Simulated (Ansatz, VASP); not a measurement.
HfO2: VASP beside Ansatz

```
Hf O
1.0
     5.11378    0.00000   -0.00570
     0.00000    5.18148    0.00000
    -0.86375    0.00000    5.22401
Hf O
4 8
Direct
  0.27619 0.04183 0.20820
  0.72381 0.54183 0.29180
  0.72381 0.95817 0.79180
  0.27619 0.45817 0.70820
  0.44792 0.75769 0.47851
  0.55208 0.25769 0.02149
  0.55208 0.24231 0.52149
  0.44792 0.74231 0.97851
  0.07017 0.33391 0.34392
  0.92983 0.83391 0.15608
  0.92983 0.66609 0.65608
  0.07017 0.16609 0.84392
```

Alike in both runs: task single point; functional r2SCAN; k mesh 4 × 4 × 4; no spin polarisation.

```csv
,VASP,Ansatz
version,VASP 6.6.1,Ansatz 0.2.0
potentials or method,"VASP PAW PBE potentials, release 64 (Hf_pv, O)","plane waves, PAW"
plane-wave cutoff (eV),520,500
occupations,"gaussian, width 0.01 eV",fixed
valence electrons in the cell,88,152
```

```csv
,VASP,Ansatz,Ansatz less VASP
gap on the k mesh at the Fermi level (eV),4.55,4.60,+0.044
pressure (GPa),-3.4,0.0,+3.43
"traceless stress, the component that is largest in VASP (GPa)",-0.22,-0.02,+0.205
rms of the force components (eV/Å),0.038,0.002,-0.0362
```

VASP's potentials were made for PBE, not for r2SCAN. Atom by atom the forces differ by 0.040 eV/Å (rms over components). VASP's potentials hold 88 valence electrons a cell and Ansatz's 152, so a difference there can come from the potentials and not from the codes.

Spin-orbit coupling is off throughout.
